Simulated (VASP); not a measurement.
Set up this calculation in VASP 6.6.1, as the native input.

```yaml
Task: single point
Functional: LDA
Potentials_or_basis: VASP PAW LDA potentials, release 64 (Ti_sv, Al)
Cutoff: 520 eV
k_mesh: 16 × 16 × 16
Occupations: gaussian, width 0.15 eV
Spin: no spin polarisation
Dipole_correction: no
Further_INCAR_settings: ALGO = Fast; EDIFF = 1e-06; NBANDS = 14
```

The structure of TiAl lies in POSCAR:

```
TiAl
1.0
    2.9252050764      0.0000000000      0.0000000000
    0.0000000000      2.9252050764      0.0000000000
    0.0000000000      0.0000000000      3.4564223182
Ti Al
1 1
Direct
    0.0000000000      0.0000000000      0.0000000000
    0.5000000000      0.5000000000      0.5000000000
```

The input as run:

INCAR

```
ALGO     = Fast           # electronic algorithm
EDIFF    = 1E-6           # SCF threshold, eV
ENCUT    = 520            # plane-wave cutoff, eV
GGA      = CA             # functional
ISIF     = 2              # what is computed and relaxed
ISMEAR   = 0              # smearing method
LASPH    = T              # aspherical terms in the spheres
LCHARG   = F              # write CHGCAR
LREAL    = F              # projectors in reciprocal space
LWAVE    = F              # write WAVECAR
NBANDS   = 14             # bands
NELM     = 60             # most SCF steps
PREC     = Accurate       # precision mode
SIGMA    = 0.15           # smearing width, eV
```

KPOINTS

```
k-points
0
Gamma
  16 16 16
```

Potentials or basis: VASP PAW LDA potentials, release 64 (Ti_sv, Al).

Run with:

```bash
$ cat potpaw_LDA.64/Ti_sv/POTCAR potpaw_LDA.64/Al/POTCAR > POTCAR
$ mpirun -np 1 vasp_std > vasp.out
```

Results of the run:

* Pressure: 4.5 GPa
* Band gap on the k mesh: zero (an odd number of electrons rules out a gap without spin polarisation)

Caveat: the cell stands under pressure.

Wall time 2.5 min on 1 thread of AMD EPYC 9R45 96-Core Processor (Zen 5), with other jobs on the host, peak memory 0.24 GiB.
